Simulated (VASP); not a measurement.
# Au (Fd-3m) in VASP: notebook

Au is run at these levels: RPBE; tasks: single point.

Program: VASP 6.6.1. These are calculated values, not measurements. Logs are shortened: lines on timing, memory, paths and dates and some standing lists are left out, and cuts for length are marked.

**1. The cell of the first run**

It takes space group Fd-3m (No. 227, cubic). Conventional cell: a = 6.428 Å, b = 6.428 Å, c = 6.428 Å, α = 90.00°, β = 90.00°, γ = 90.00°. Within 3.7 Å of Au (site symmetry -43m) lie 4 Au at 2.78 Å.

**2. Single point, RPBE (volume scaled by 1.08)**

Input file INCAR:

```
  ALGO = Normal
  EDIFF = 1E-6
  ENCUT = 520
  GGA = RP
  ISIF = 2
  ISMEAR = -1
  LASPH = True
  LCHARG = True
  LELF = True
  LREAL = False
  LVHAR = True
  LWAVE = False
  NBANDS = 18
  NELM = 100
  PREC = Accurate
  SIGMA = 0.1
```

Input file KPOINTS:

```
k-points
0
Gamma
  10 10 10
```

Input file POSCAR:

```
Au
1.0
    0.0000000000      3.2139921869      3.2139921869
    3.2139921869      0.0000000000      3.2139921869
    3.2139921869      3.2139921869      0.0000000000
Au
2
Direct
    0.1250000000      0.1250000000      0.1250000000
    0.8750000000      0.8750000000      0.8750000000
```

Potentials or basis: VASP PAW PBE potentials, release 64 (Au).

Command:

```sh
$ cat potpaw_PBE.64/Au/POTCAR > POTCAR
$ mpirun -np 1 vasp_std > vasp.out
```

OUTCAR:

```text
EDIFF = 1E-6
   ENCUT = 520
   GGA = RP
   ISIF = 2
   ISMEAR = -1
   LASPH = True
   LREAL = False
   NELM = 100
   PREC = Accurate

 ion  position               nearest neighbor table
   1  0.125  0.125  0.125-   2 2.78   2 2.78   2 2.78   2 2.78
   2  0.875  0.875  0.875-   1 2.78   1 2.78   1 2.78   1 2.78

  LATTYP: Found a face centered cubic cell.
 ALAT       =     6.4279843738

  Lattice vectors:

 A1 = (   0.0000000000,   3.2139921869,   3.2139921869)
 A2 = (   3.2139921869,   0.0000000000,   3.2139921869)
 A3 = (   3.2139921869,   3.2139921869,   0.0000000000)

Analysis of symmetry for initial positions (statically):
=====================================================================
 Subroutine PRICEL returns:
 Original cell was already a primitive cell.

 Routine SETGRP: Setting up the symmetry group for a
 face centered cubic supercell.

 Subroutine GETGRP returns: Found 48 space group operations
 (whereof 12 operations were pure point group operations)
 out of a pool of 48 trial point group operations.

The static configuration has the point symmetry D_3d.
 The point group associated with its full space group is O_h .

Analysis of symmetry for dynamics (positions and initial velocities):
=====================================================================
 Subroutine PRICEL returns:
 Original cell was already a primitive cell.

 Routine SETGRP: Setting up the symmetry group for a
 face centered cubic supercell.

 Subroutine GETGRP returns: Found 48 space group operations
 (whereof 12 operations were pure point group operations)
 out of a pool of 48 trial point group operations.

The dynamic configuration has the point symmetry D_3d.
 The point group associated with its full space group is O_h .

 Subroutine INISYM returns: Found 48 space group operations
 (whereof 12 operations are pure point group operations),
 and found     1 'primitive' translations

----------------------------------------------------------------------------------------

                                     Primitive cell

  volume of cell :      66.3994

  direct lattice vectors                    reciprocal lattice vectors
     0.000000000  3.213992187  3.213992187    -0.155569762  0.155569762  0.155569762
     3.213992187  0.000000000  3.213992187     0.155569762 -0.155569762  0.155569762
     3.213992187  3.213992187  0.000000000     0.155569762  0.155569762 -0.155569762

  length of vectors
     4.545271340  4.545271340  4.545271340     0.269454732  0.269454732  0.269454732

  position of ions in fractional coordinates (direct lattice)
     0.125000000  0.125000000  0.125000000
     0.875000000  0.875000000  0.875000000

  ion indices of the primitive-cell ions
   primitive index   ion index
                 1           1
                 2           2

----------------------------------------------------------------------------------------

 KPOINTS: k-points

Automatic generation of k-mesh.
 Grid dimensions read from file:
 generate k-points for:   10   10   10

 Generating k-lattice:

  Cartesian coordinates                     Fractional coordinates (reciprocal lattice)
    -0.015556976  0.015556976  0.015556976     0.100000000  0.000000000  0.000000000
     0.015556976 -0.015556976  0.015556976     0.000000000  0.100000000  0.000000000
     0.015556976  0.015556976 -0.015556976     0.000000000  0.000000000  0.100000000

  Length of vectors
     0.026945473  0.026945473  0.026945473

  Shift w.r.t. Gamma in fractional coordinates (k-lattice)
     0.000000000  0.000000000  0.000000000

 Subroutine IBZKPT returns following result:
 ===========================================

 Found     47 irreducible k-points:

 Following reciprocal coordinates:
            Coordinates               Weight
  0.000000  0.000000  0.000000      1.000000
  0.100000  0.000000  0.000000      8.000000
  0.200000  0.000000  0.000000      8.000000
  0.300000  0.000000  0.000000      8.000000
  0.400000  0.000000  0.000000      8.000000
  0.500000  0.000000  0.000000      4.000000
[... 16 lines left out ...]
  0.300000  0.300000  0.000000      6.000000
  0.400000  0.300000  0.000000     24.000000
 [... further k-points ...]
   k-points           NKPTS =     47   k-points in BZ     NKDIM =     47   number of bands    NBANDS=     18
   number of dos      NEDOS =    301   number of ions     NIONS =      2
   total plane-waves  NPLWV =  46656
   dimension x,y,z NGX =    36 NGY =   36 NGZ =   36
   dimension x,y,z NGXF=    72 NGYF=   72 NGZF=   72
   ions per type =               2
   NGX,Y,Z   is equivalent  to a cutoff of  13.17, 13.17, 13.17 a.u.
   NGXF,Y,Z  is equivalent  to a cutoff of  26.33, 26.33, 26.33 a.u.
 SYSTEM =  unknown system
   PREC   = accura    normal or accurate (medium, high low for compatibility)
   ISTART =      0    job   : 0-new  1-cont  2-samecut
   ICHARG =      2    charge: 1-file 2-atom 10-const
   ISPIN  =      1    spin polarized calculation?
   LNONCOLLINEAR =      F non collinear calculations
   LSORBIT =      F    spin-orbit coupling
   LASPH  =      T    aspherical Exc in radial PAW
   ENCUT  =  520.0 eV  38.22 Ry    6.18 a.u.   8.45  8.45  8.45*2*pi/ulx,y,z
   NELM   =    100;   NELMIN=  2; NELMDL= -5     # of ELM steps
   EDIFF  = 0.1E-05   stopping-criterion for ELM
   LREAL  =      F    real-space projection
   EDIFFG = 0.1E-04   stopping-criterion for IOM
   NSW    =      0    number of steps for IOM
   IBRION =     -1    ionic relax: 0-MD 1-quasi-New 2-CG
   NFREE  =      0    steps in history (QN), initial steepest desc. (CG)
   ISIF   =      2    stress and relaxation
   ISYM   =      2    0-nonsym 1-usesym 2-fastsym
   POTIM  = 0.5000    time-step for ionic-motion
   TEBEG  =    0.0;   TEEND  =   0.0 temperature during run
   PSTRESS=    0.0 pullay stress
   NELECT =      22.0000    total number of electrons
   NUPDOWN=      -1.0000    fix difference up-down
   EMIN   =  10.00;   EMAX   =-10.00  energy-range for DOS
   EFERMI =   0.00;   METHOD = LEGACY
   ISMEAR =    -1;   SIGMA  =   0.10  broadening in eV -4-tet -1-fermi 0-gaus
   EFERMI_NEDOS =   21; number of points for ismear=-14 and -15
   IALGO  =     38    algorithm
   IMIX   =      4    mixing-type and parameters
     AMIX     =   0.40;   BMIX     =  1.00
     AMIX_MAG =   1.60;   BMIX_MAG =  1.00
  volume/ion in A,a.u.               =      33.20       224.04
  Fermi-wavevector in a.u.,A,eV,Ry     =   1.132820  2.140719 17.460100  1.283281
  Thomas-Fermi vector in A             =   2.269522
   LORBIT       =      0    0 simple, 1 ext, 2 COOP (PROOUT), +10 PAW based schemes
   GGA     = RP    functional components
   LHFCALC =     F    Hartree Fock is set to
   AEXX    =    0.0000 exact exchange contribution
   IVDW    =     0    specifies the selected vdW correction
   LEPSILON=     F    determine dielectric tensor
   LRPA    =     F    only Hartree local field effects (RPA)
 non-spin polarized calculation
  energy-cutoff  :      520.00
  volume of cell :       66.40
 maximum number of plane-waves:      1816
 NGX is ok and might be reduce to    36
   NGX = 17   NGY = 17   NGZ = 17

 number of electron      22.0000002 magnetization

 Free energy of the ion-electron system (eV)
  ---------------------------------------------------
  ext. energy  EPLUGINS =         0.00000000
  ---------------------------------------------------
  free energy    TOTEN  =        -4.09103128 eV

  energy without entropy =       -4.06727185  energy(sigma->0) =       -4.07915156

 E-fermi :   1.9250     XC(G=0):  -8.3826

 val. band max:        1.9230429722   @ k =  -0.4000   0.4000   0.0000
 cond. band min:       1.9525453486   @ k =  -0.4000   0.2000   0.1000
 fundamental gap:      0.0295023764
 Fermi energy:         1.9250090465

 k-point     1 :       0.0000    0.0000    0.0000
  band No.  band energies     occupation
      1      -3.2281      2.00000
      2      -1.6417      2.00000
      3      -1.6417      2.00000
      4      -1.6417      2.00000
      5      -1.6197      2.00000
      6      -1.6197      2.00000
[... 10 lines left out ...]
     17      11.7040      0.00000
     18      11.7040      0.00000

 k-point     2 :       0.1000    0.0000    0.0000
  band No.  band energies     occupation
      1      -3.1292      2.00000
      2      -1.7330      2.00000
      3      -1.7330      2.00000
      4      -1.6498      2.00000
      5      -1.5025      2.00000
      6      -1.5025      2.00000
[... 10 lines left out ...]
     17      12.1701      0.00000
     18      12.1701      0.00000

 k-point     3 :       0.2000    0.0000    0.0000
  band No.  band energies     occupation
      1      -2.8582      2.00000
      2      -1.7864      2.00000
      3      -1.7864      2.00000
      4      -1.6707      2.00000
      5      -1.3922      2.00000
      6      -1.3922      2.00000
[... 10 lines left out ...]
     17      12.7055      0.00000
     18      12.7210      0.00000

 k-point     4 :       0.3000    0.0000    0.0000
  band No.  band energies     occupation
      1      -2.5045      2.00000
      2      -1.7882      2.00000
      3      -1.7882      2.00000
      4      -1.6966      2.00000
      5      -1.3481      2.00000
      6      -1.3481      2.00000
[... 375 lines left out ...]
      4      -1.6584      2.00000
      5      -1.4162      2.00000
      6      -1.1106      2.00000
[... 10 lines left out ...]
     17      12.7570      0.00000
     18      12.9994      0.00000

 k-point    23 :       0.3000    0.3000    0.0000
  band No.  band energies     occupation
      1      -2.2064      2.00000
      2      -2.0072      2.00000
      3      -1.6970      2.00000
      4      -1.6970      2.00000
      5      -1.1903      2.00000
      6      -1.0158      2.00000
[... 10 lines left out ...]
     17      15.8515      0.00000
     18      15.8554      0.00000

 k-point    24 :       0.4000    0.3000    0.0000
  band No.  band energies     occupation
      1      -2.0016      2.00000
      2      -1.9720      2.00000
      3      -1.7342      2.00000
      4      -1.7153      2.00000
      5      -1.0653      2.00000
      6      -0.9832      2.00000
[... 10 lines left out ...]
     17      15.1782      0.00000
     18      16.0602      0.00000

 [... further k-points ...]
[... 5 lines left out ...]
  --------------------------------------------------------------------------------------
  -------------------------------------------------------------------------------------
  Total       -1.0592763     -1.0592763     -1.0592763     -0.0000000     -0.0000000     -0.0000000
  in kB      -25.5596800    -25.5596800    -25.5596800     -0.0000000     -0.0000000     -0.0000000
  external PRESSURE =     -25.5596800 kB  Pullay stress =       0.0000000 kB

 VOLUME and BASIS-vectors are now :
 -----------------------------------------------------------------------------
  energy-cutoff  :      520.00
  volume of cell :       66.40
      direct lattice vectors                 reciprocal lattice vectors
     0.000000000  3.213992187  3.213992187    -0.155569762  0.155569762  0.155569762
     3.213992187  0.000000000  3.213992187     0.155569762 -0.155569762  0.155569762
     3.213992187  3.213992187  0.000000000     0.155569762  0.155569762 -0.155569762

 POSITION                                       TOTAL-FORCE (eV/Angst)
 -----------------------------------------------------------------------------------
      0.80350      0.80350      0.80350         0.000000      0.000000      0.000000
      5.62449      5.62449      5.62449        -0.000000     -0.000000     -0.000000
 -----------------------------------------------------------------------------------
    total drift:                                0.000000      0.000000      0.000000

  FREE ENERGIE OF THE ION-ELECTRON SYSTEM (eV)
  ---------------------------------------------------
  free  energy   TOTEN  =        -4.0910312794 eV

  energy  without entropy=       -4.0672718461  energy(sigma->0) =       -4.07915156
```

Wall time 28 s (1 thread of AMD EPYC 9R45 (Zen 5), shared host); peak memory 0.19 GiB.

Results:

| Item | Value |
| --- | --- |
| Free energy | -4.0910 eV |
| Pressure | -2.6 GPa |
| Band gap on the k mesh | zero (band 11 reaches 2.05 eV, above the bottom of band 12 at 1.59 eV) |

Levels at points of the mesh, in eV from the Fermi level:
```csv
k point,band 9,band 10,band 11,band 12,band 13,band 14
"(0.00, 0.00, 0.00)",-2.09,-1.37,-1.37,7.36,8.61,8.61
"(0.50, 0.00, 0.00)",-1.44,-1.44,-0.54,-0.34,6.27,6.27
"(0.50, 0.50, 0.00)",-1.31,-1.31,0.11,0.11,3.80,3.80
```

Caveat: the PAW data sets were made with another functional, which shifts forces and pressure a little; spin-orbit coupling is left out, which moves the levels of the heavy elements.

**3. Single point, RPBE (volume scaled by 1.12)**

Input file INCAR:

```
ALGO = Normal
EDIFF = 1E-7
ENCUT = 520
GGA = RP
ISIF = 2
ISMEAR = -1
LASPH = T
LCHARG = F
LREAL = F
LWAVE = F
NBANDS = 18
NELM = 60
PREC = Accurate
SIGMA = 0.1
```

KPOINTS is that of step 2.

Input file POSCAR:

```
Au
1.0
    0.0000000000      3.2531910768      3.2531910768
    3.2531910768      0.0000000000      3.2531910768
    3.2531910768      3.2531910768      0.0000000000
Au
2
Direct
    0.1250000000      0.1250000000      0.1250000000
    0.8750000000      0.8750000000      0.8750000000
```

Potentials or basis: VASP PAW PBE potentials, release 64 (Au).

Command:

```sh
$ cat potpaw_PBE.64/Au/POTCAR > POTCAR
$ mpirun -np 1 vasp_std > vasp.out
```

It took 30 s on 1 thread of AMD EPYC 9R45 (Zen 5), shared host; peak memory 0.19 GiB.

It converged, with:

- Free energy: -4.0464 eV
- Pressure: -3.4 GPa
- Band gap on the k mesh: zero (band 11 reaches 1.75 eV, above the bottom of band 12 at 1.41 eV)

Levels at points of the mesh, in eV from the Fermi level:
| k point | band 8 | band 9 | band 10 | band 11 | band 12 | band 13 | band 14 | band 15 |
| --- | --- | --- | --- | --- | --- | --- | --- | --- |
| (0.00, 0.00, 0.00) | -2.04 | -2.04 | -1.38 | -1.38 | 7.04 | 8.40 | 8.40 | 8.40 |
| (0.50, 0.00, 0.00) | -1.91 | -1.44 | -1.44 | -0.58 | -0.25 | 6.16 | 6.16 | 7.38 |
| (0.50, 0.50, 0.00) | -2.42 | -1.32 | -1.32 | 0.08 | 0.08 | 3.80 | 3.80 | 7.47 |

Caveat: the PAW data sets were made with another functional, which shifts forces and pressure a little; spin-orbit coupling is left out, which moves the levels of the heavy elements.
